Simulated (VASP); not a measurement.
Set up this calculation in VASP 6.6.1, as the native input.

- Task: single point
- Functional: r2SCAN
- Potentials or basis: VASP PAW PBE potentials, release 64 (Pt, Se)
- Cutoff: 520 eV
- k mesh: 12 × 12 × 6
- Occupations: fermi-dirac, width 0.02 eV
- Spin: no spin polarisation
- Dipole correction: no
- Further INCAR settings: ALGO = Normal; EDIFF = 1e-06; NBANDS = 18

PtSe2:

```
Pt Se
1.0
     3.87780    0.00000    0.00000
    -1.93890    3.35827    0.00000
     0.00000    0.00000    5.48824
Pt Se
1 2
Direct
  0.00000 0.00000 0.00000
  0.33333 0.66667 0.22477
  0.66667 0.33333 0.77523
```

This cell differs from its parent crystal: strain +4.0%.

One way to write it, as run:

POSCAR

```
PtSe2
1.0
    3.8777963836      0.0000000000      0.0000000000
   -1.9388981918      3.3582701789      0.0000000000
    0.0000000000      0.0000000000      5.4882428391
Pt Se
1 2
Direct
    0.0000000000      0.0000000000      0.0000000000
    0.3333333333      0.6666666667      0.2247691967
    0.6666666667      0.3333333333      0.7752308033
```

INCAR.step1

```
SYSTEM = PtSe2
PREC = Accurate ; ENCUT = 520
ISMEAR = -1 ; SIGMA = 0.02
LREAL = .False. ; LASPH = .True.
NELM = 100 ; NBANDS = 18
GGA = PE ; ALGO = Normal
EDIFF = 1E-4 ; LWAVE = .True.
LCHARG = .False.
```

INCAR.step2

```
SYSTEM = PtSe2
PREC = Accurate ; ENCUT = 520
EDIFF = 1E-6 ; ISMEAR = -1
SIGMA = 0.02 ; LREAL = .False.
LASPH = .True. ; NELM = 100
ALGO = Normal ; ISIF = 2
LWAVE = .False. ; LCHARG = .False.
METAGGA = R2SCAN ; LMIXTAU = .True.
NBANDS = 18 ; ISTART = 1
```

KPOINTS

```
Automatic mesh
0
Gamma
  12 12 6
  0 0 0
```

Potentials or basis: VASP PAW PBE potentials, release 64 (Pt, Se).

The run is started by

```sh
$ cat potpaw_PBE.64/Pt/POTCAR potpaw_PBE.64/Se/POTCAR > POTCAR
$ cp INCAR.step1 INCAR
$ mpirun -np 1 vasp_std > vasp.out
$ cp INCAR.step2 INCAR
$ mpirun -np 1 vasp_std > vasp.out
```

It gave:

| Item | Value |
| --- | --- |
| Pressure | -4.9 GPa |
| Largest force | 0.018 eV/Å |
| Band gap on the k mesh | 0.25 eV (least direct gap 0.70 eV) |

Caveat: the cell differs from its parent crystal (strain +4.0%); the cell stands under tension; the PAW data sets were made with another functional, which shifts forces and pressure a little; spin-orbit coupling is left out, which moves the levels of the heavy elements.

Wall time 9.7 min on 1 thread of Intel Xeon 8259CL, with other jobs on the host, peak memory 0.29 GiB.
